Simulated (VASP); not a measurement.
# SnO (P4/nmm) in VASP: further runs

Runs on SnO. Level: PBE. Tasks: single point.

All numbers are computed with VASP 6.6.1; they aren't measurements. Logs are shortened: lines on timing, memory, paths and dates and some standing lists are left out, and cuts for length are marked.

### Step 1. The cell of the first run

It takes space group P4/nmm (No. 129, tetragonal). The conventional cell has a = 3.836 Å, b = 3.836 Å, c = 4.751 Å, α = 90.00°, β = 90.00°, γ = 90.00°. Within 3.0 Å of Sn (site symmetry 4mm) lie 4 O at 2.24 Å. O (site symmetry -4m2) has 4 Sn at 2.24 Å and 4 O at 2.71 Å within 3.0 Å.

### Step 2. Single point, PBE, non-collinear spin, zero start, spin-orbit coupling

Contents of INCAR:

```
SYSTEM = SnO
PREC = Accurate ; ENCUT = 520
EDIFF = 1E-6 ; ISMEAR = 0
SIGMA = 0.05 ; LREAL = .False.
LASPH = .True. ; NELM = 150
ALGO = Normal ; ISIF = 2
LWAVE = .False. ; LCHARG = .False.
LNONCOLLINEAR = .True. ; MAGMOM = 0 0 0 0 0 0 0 0 0 0 0 0
LORBIT = 11 ; LSORBIT = .True.
GGA_COMPAT = .False. ; LORBMOM = .True.
GGA = PE ; NBANDS = 54
```

Contents of KPOINTS:

```
Automatic mesh
0
Gamma
  6 6 4
  0 0 0
```

Contents of POSCAR:

```
SnO
1.0
    3.8357913670      0.0000000000      0.0000000000
    0.0000000000      3.8357913670      0.0000000000
    0.0000000000      0.0000000000      4.7511721913
Sn O
2 2
Direct
    0.0000000000      0.5000000000      0.2435694544
    0.5000000000      0.0000000000      0.7564305456
    0.0000000000      0.0000000000      0.0000000000
    0.5000000000      0.5000000000      0.0000000000
```

Potentials or basis: VASP PAW PBE potentials, release 64 (Sn_d, O).

Command:

```
$ cat potpaw_PBE.64/Sn_d/POTCAR potpaw_PBE.64/O/POTCAR > POTCAR
$ mpirun -np 1 vasp_ncl > vasp.out
```

OUTCAR:

```text
SYSTEM = SnO
   PREC = Accurate
   ENCUT = 520
   EDIFF = 1E-6
   ISMEAR = 0
   LREAL = .False.
   LASPH = .True.
   NELM = 150
   ISIF = 2
   LNONCOLLINEAR = .True.
   LORBIT = 11
   LSORBIT = .True.
   GGA = PE

 ion  position               nearest neighbor table
   1  0.000  0.500  0.244-   3 2.24   4 2.24   3 2.24   4 2.24   2 3.57   2 3.57   2 3.57   2 3.57
                             2 3.65   2 3.65   2 3.65   2 3.65
   2  0.500  0.000  0.756-   3 2.24   4 2.24   4 2.24   3 2.24   1 3.57   1 3.57   1 3.57   1 3.57
                             1 3.65   1 3.65   1 3.65   1 3.65
   3  0.000  0.000  0.000-   1 2.24   2 2.24   1 2.24   2 2.24
   4  0.500  0.500  0.000-   1 2.24   2 2.24   2 2.24   1 2.24

  LATTYP: Found a simple tetragonal cell.
 ALAT       =     3.8357913670
 C/A-ratio  =     1.2386419742

  Lattice vectors:

 A1 = (   3.8357913670,   0.0000000000,   0.0000000000)
 A2 = (   0.0000000000,   3.8357913670,   0.0000000000)
 A3 = (   0.0000000000,   0.0000000000,   4.7511721913)

Analysis of symmetry for initial positions (statically):
=====================================================================
 Subroutine PRICEL returns:
 Original cell was already a primitive cell.

 Routine SETGRP: Setting up the symmetry group for a
 simple tetragonal supercell.

 Subroutine GETGRP returns: Found 16 space group operations
 (whereof  8 operations were pure point group operations)
 out of a pool of 16 trial point group operations.

The static configuration has the point symmetry D_2d.
 The point group associated with its full space group is D_4h.

Analysis of symmetry for dynamics (positions and initial velocities):
=====================================================================
 Subroutine PRICEL returns:
 Original cell was already a primitive cell.

 Routine SETGRP: Setting up the symmetry group for a
 simple tetragonal supercell.

 Subroutine GETGRP returns: Found 16 space group operations
 (whereof  8 operations were pure point group operations)
 out of a pool of 16 trial point group operations.

The dynamic configuration has the point symmetry D_2d.
 The point group associated with its full space group is D_4h.

Analysis of structural, dynamic, and magnetic symmetry:
=====================================================================
 Subroutine PRICEL returns:
 Original cell was already a primitive cell.

 Routine SETGRP: Setting up the symmetry group for a
 simple tetragonal supercell.

 Subroutine GETGRP returns: Found 16 space group operations
 (whereof  8 operations were pure point group operations)
 out of a pool of 16 trial point group operations.

The overall configuration has the point symmetry D_2d.
 The point group associated with its full space group is D_4h.

 Subroutine INISYM returns: Found 16 space group operations
 (whereof  8 operations are pure point group operations),
 and found     1 'primitive' translations

----------------------------------------------------------------------------------------

                                     Primitive cell

  volume of cell :      69.9054

  direct lattice vectors                    reciprocal lattice vectors
     3.835791367  0.000000000  0.000000000     0.260702396  0.000000000  0.000000000
     0.000000000  3.835791367  0.000000000     0.000000000  0.260702396  0.000000000
     0.000000000  0.000000000  4.751172191     0.000000000  0.000000000  0.210474376

  length of vectors
     3.835791367  3.835791367  4.751172191     0.260702396  0.260702396  0.210474376

  position of ions in fractional coordinates (direct lattice)
     0.000000000  0.500000000  0.243569454
     0.500000000  0.000000000  0.756430546
     0.000000000  0.000000000  0.000000000
     0.500000000  0.500000000  0.000000000

  ion indices of the primitive-cell ions
   primitive index   ion index
                 1           1
                 2           2
                 3           3
                 4           4

----------------------------------------------------------------------------------------

 KPOINTS: Automatic mesh

Automatic generation of k-mesh.
 Grid dimensions read from file:
 generate k-points for:    6    6    4

 Generating k-lattice:

  Cartesian coordinates                     Fractional coordinates (reciprocal lattice)
     0.043450399  0.000000000  0.000000000     0.166666667  0.000000000  0.000000000
     0.000000000  0.043450399  0.000000000     0.000000000  0.166666667  0.000000000
     0.000000000  0.000000000  0.052618594     0.000000000  0.000000000  0.250000000

  Length of vectors
     0.043450399  0.043450399  0.052618594

  Shift w.r.t. Gamma in fractional coordinates (k-lattice)
     0.000000000  0.000000000  0.000000000

 Subroutine IBZKPT returns following result:
 ===========================================

[... 68 lines left out ...]
  volume/ion in A,a.u.               =      17.48       117.94
  Fermi-wavevector in a.u.,A,eV,Ry     =   1.359120  2.568365 25.132793  1.847208
  Thomas-Fermi vector in A             =   2.485895
   LORBIT       =     11    0 simple, 1 ext, 2 COOP (PROOUT), +10 PAW based schemes
   GGA     = PE    functional components
   LHFCALC =     F    Hartree Fock is set to
   AEXX    =    0.0000 exact exchange contribution
   IVDW    =     0    specifies the selected vdW correction
   LEPSILON=     F    determine dielectric tensor
   LRPA    =     F    only Hartree local field effects (RPA)
 Gauss-broadening in eV      SIGMA  =   0.05
  energy-cutoff  :      520.00
  volume of cell :       69.91
 maximum number of plane-waves:      3824
 NGX is ok and might be reduce to    30
   NGX = 15   NGY = 15   NGZ = 17

 number of electron      40.0000017 magnetization       0.0000000      0.0000000      0.0000000

 number of electron      40.0000017 magnetization      -0.0000000     -0.0000000      0.0000000

 number of electron      40.0000017 magnetization       0.0000000      0.0000000     -0.0000000

 number of electron      40.0000017 magnetization      -0.0000000     -0.0000000     -0.0000000

 Free energy of the ion-electron system (eV)
  ---------------------------------------------------
  ext. energy  EPLUGINS =         0.00000000
  ---------------------------------------------------
  free energy    TOTEN  =       -22.76270484 eV

  energy without entropy =      -22.76204832  energy(sigma->0) =      -22.76237658

 E-fermi :   7.1029     XC(G=0): -10.2899

 val. band max:        7.0318962753   @ k =   0.1667   0.0000   0.0000
 cond. band min:       7.1138652849   @ k =   0.0000   0.0000   0.0000
 fundamental gap:      0.0819690095
 Fermi energy:         7.1029392546

 k-point     1 :       0.0000    0.0000    0.0000
  band No.  band energies     occupation
      1     -15.1580      1.00000
      2     -15.1580      1.00000
      3     -15.0110      1.00000
      4     -15.0110      1.00000
      5     -14.9897      1.00000
      6     -14.9897      1.00000
[... 1309 lines left out ...]
     51      13.8970      0.00000
     52      13.8970      0.00000

 [... further k-points ...]

 [bands above 52 left out]

------------------------ aborting loop because EDIFF is reached ----------------------------------------

  FORCE on cell =-STRESS in cart. coord.  units (eV):
  Direction    XX          YY          ZZ          XY          YZ          ZX
  --------------------------------------------------------------------------------------
  -------------------------------------------------------------------------------------
  Total        1.0400270      1.0400270      1.1379710      0.0000000      0.0000000      0.0000000
  in kB       23.8366090     23.8366090     26.0814089      0.0000000      0.0000000      0.0000000
  external PRESSURE =      24.5848756 kB  Pullay stress =       0.0000000 kB

 VOLUME and BASIS-vectors are now :
 -----------------------------------------------------------------------------
  energy-cutoff  :      520.00
  volume of cell :       69.91
      direct lattice vectors                 reciprocal lattice vectors
     3.835791367  0.000000000  0.000000000     0.260702396  0.000000000  0.000000000
     0.000000000  3.835791367  0.000000000     0.000000000  0.260702396  0.000000000
     0.000000000  0.000000000  4.751172191     0.000000000  0.000000000  0.210474376

 POSITION                                       TOTAL-FORCE (eV/Angst)
 -----------------------------------------------------------------------------------
      0.00000      1.91790      1.15724        -0.000000      0.000000      0.109235
      1.91790      0.00000      3.59393         0.000000      0.000000     -0.109235
      0.00000      0.00000      0.00000        -0.000000     -0.000000     -0.000000
      1.91790      1.91790      0.00000        -0.000000      0.000000     -0.000000
 -----------------------------------------------------------------------------------
    total drift:                                0.000000      0.000000      0.000000

  FREE ENERGIE OF THE ION-ELECTRON SYSTEM (eV)
  ---------------------------------------------------
  free  energy   TOTEN  =       -22.7627048422 eV

  energy  without entropy=      -22.7620483168  energy(sigma->0) =      -22.76237658

 orbital moment (x)

 # of ion     p       d       tot
 ----------------------------------------
  1         0.000   0.000   0.000
  2         0.000   0.000   0.000
  3        -0.000   0.000  -0.000
  4        -0.000   0.000  -0.000
 ----------------------------------------
           -0.000   0.000   0.000

 orbital moment (y)

 # of ion     p       d       tot
 ----------------------------------------
  1         0.000  -0.000   0.000
  2         0.000  -0.000   0.000
  3         0.000   0.000   0.000
  4         0.000   0.000   0.000
 ----------------------------------------
            0.000  -0.000   0.000

 orbital moment (z)

 # of ion     p       d       tot
 ----------------------------------------
  1         0.000   0.000   0.000
  2         0.000   0.000   0.000
  3         0.000   0.000   0.000
  4        -0.000   0.000  -0.000
 ----------------------------------------
           -0.000   0.000   0.000

 Spin-Orbit-Coupling matrix elements

 Ion:    1  E_soc:     -0.0767289
 l=   1
     0.0000000    -0.0074197    -0.0055555
    -0.0074197     0.0000000    -0.0074197
    -0.0055555    -0.0074197     0.0000000
 l=   2
     0.0000000    -0.0012062     0.0000000    -0.0012062    -0.0047380
    -0.0012062     0.0000000    -0.0036469    -0.0011743    -0.0011756
     0.0000000    -0.0036469     0.0000000    -0.0036469     0.0000000
    -0.0012062    -0.0011743    -0.0036469     0.0000000    -0.0011756
    -0.0047380    -0.0011756     0.0000000    -0.0011756     0.0000000
 l=   3
     0.0000000     0.0000000     0.0000000     0.0000000     0.0000000     0.0000000     0.0000000
     0.0000000     0.0000000     0.0000000     0.0000000     0.0000000     0.0000000     0.0000000
     0.0000000     0.0000000     0.0000000     0.0000000     0.0000000     0.0000000     0.0000000
     0.0000000     0.0000000     0.0000000     0.0000000     0.0000000     0.0000000     0.0000000
[... 49 lines left out ...]
 l=   2
     0.0000000     0.0000000     0.0000000     0.0000000     0.0000000
     0.0000000     0.0000000     0.0000000     0.0000000     0.0000000
     0.0000000     0.0000000     0.0000000     0.0000000     0.0000000
     0.0000000     0.0000000     0.0000000     0.0000000     0.0000000
     0.0000000     0.0000000     0.0000000     0.0000000     0.0000000
 l=   3
     0.0000000     0.0000000     0.0000000     0.0000000     0.0000000     0.0000000     0.0000000
     0.0000000     0.0000000     0.0000000     0.0000000     0.0000000     0.0000000     0.0000000
     0.0000000     0.0000000     0.0000000     0.0000000     0.0000000     0.0000000     0.0000000
     0.0000000     0.0000000     0.0000000     0.0000000     0.0000000     0.0000000     0.0000000
     0.0000000     0.0000000     0.0000000     0.0000000     0.0000000     0.0000000     0.0000000
     0.0000000     0.0000000     0.0000000     0.0000000     0.0000000     0.0000000     0.0000000
     0.0000000     0.0000000     0.0000000     0.0000000     0.0000000     0.0000000     0.0000000

 total charge

# of ion       s       p       d       tot
------------------------------------------
    1        1.254   0.785  10.071  12.110
    2        1.254   0.785  10.071  12.110
    3        1.577   3.427   0.000   5.004
    4        1.577   3.427   0.000   5.004
--------------------------------------------------
tot          5.661   8.425  20.143  34.229

 magnetization (x)

# of ion       s       p       d       tot
------------------------------------------
    1       -0.000   0.000   0.000  -0.000
    2       -0.000   0.000   0.000  -0.000
    3       -0.000   0.000   0.000   0.000
    4       -0.000   0.000   0.000   0.000
--------------------------------------------------
tot         -0.000   0.000   0.000   0.000

 magnetization (y)

# of ion       s       p       d       tot
------------------------------------------
    1        0.000   0.000  -0.000   0.000
    2        0.000   0.000  -0.000   0.000
    3        0.000   0.000   0.000   0.000
    4        0.000  -0.000   0.000  -0.000
--------------------------------------------------
tot          0.000  -0.000  -0.000  -0.000

 magnetization (z)

# of ion       s       p       d       tot
------------------------------------------
    1        0.000   0.000   0.000   0.000
    2        0.000   0.000   0.000   0.000
    3       -0.000  -0.000   0.000  -0.000
    4       -0.000   0.000   0.000   0.000
--------------------------------------------------
tot         -0.000   0.000   0.000  -0.000
```

It took 5.9 min on 1 thread of Intel Xeon Platinum 8259CL at 2.50GHz (Skylake/Cascade Lake), shared host; peak memory 0.4 GiB.

What came out:

```yaml
Free_energy: -22.7627 eV
Pressure: 2.5 GPa
Largest_force: 0.109 eV/Å
Net_moment: 0.00 μB per cell
Valence_electrons_inside_the_program's_atomic_spheres: Sn 12.11; O 5.00
```

Forces on the atoms (eV/Å):
```
Sn   0.000  0.000  0.109
Sn   0.000  0.000 -0.109
O    0.000  0.000  0.000
O    0.000  0.000  0.000
```

Stress tensor (GPa, compression positive):
```
2.38 0.00 0.00
0.00 2.38 0.00
0.00 0.00 2.61
```

Moments on the atoms (μB; x, y, z):
```
Sn  0.00 0.00 0.00
Sn  0.00 0.00 0.00
O   0.00 0.00 0.00
O   0.00 0.00 0.00
```

### Step 3. Single point, PBE, non-collinear spin, zero start, spin-orbit coupling (18.35 Å³/atom)

This run uses another cell than the first one, of 18.35 Å³/atom.

Contents of INCAR:

```
SYSTEM = SnO
ALGO = Normal
EDIFF = 1E-6
ENCUT = 520
GGA = PE
GGA_COMPAT = .FALSE.
ISIF = 2
ISMEAR = 0
LASPH = .TRUE.
LCHARG = .TRUE.
LORBIT = 11
LORBMOM = .TRUE.
LREAL = .FALSE.
LSORBIT = .TRUE.
LVHAR = .TRUE.
LWAVE = .FALSE.
MAGMOM = 0 0 0 0 0 0 0 0 0 0 0 0
NBANDS = 54
NELM = 150
PREC = Accurate
SIGMA = 0.05
```

Contents of KPOINTS:

```
k-points
0
G
  6 6 4
  0 0 0
```

Contents of POSCAR:

```
SnO
1.0
    3.8986843709      0.0000000000      0.0000000000
    0.0000000000      3.8986843709      0.0000000000
    0.0000000000      0.0000000000      4.8290741058
Sn O
2 2
Direct
    0.0000000000      0.5000000000      0.2435694544
    0.5000000000      0.0000000000      0.7564305456
    0.0000000000      0.0000000000      0.0000000000
    0.5000000000      0.5000000000      0.0000000000
```

Potentials or basis: VASP PAW PBE potentials, release 64 (Sn_d, O).

Command:

```
$ cat potpaw_PBE.64/Sn_d/POTCAR potpaw_PBE.64/O/POTCAR > POTCAR
$ mpirun -np 1 vasp_ncl > vasp.out
```

Wall time 5.4 min (1 thread of Intel Xeon Platinum 8259CL at 2.50GHz (Skylake/Cascade Lake), shared host); peak memory 0.4 GiB.

The run converged. Its results:

| Property | Result |
| --- | --- |
| Free energy | -22.7714 eV |
| Pressure | -1.8 GPa |
| Largest force | 0.517 eV/Å |
| Net moment | 0.00 μB per cell |
| Valence electrons inside the program's atomic spheres | Sn 12.06; O 4.98 |

Forces in eV/Å, atoms in the order of the input:
```
Sn   0.000  0.000 -0.517
Sn   0.000  0.000  0.517
O    0.000  0.000  0.000
O    0.000  0.000  0.000
```

Stress tensor (GPa, compression positive):
```
-2.09  0.00  0.00
 0.00 -2.09  0.00
 0.00  0.00 -1.16
```

Moments on the atoms (μB; x, y, z):
```
Sn  0.00 0.00 0.00
Sn  0.00 0.00 0.00
O   0.00 0.00 0.00
O   0.00 0.00 0.00
```

(Continued in part 2 of 2.)
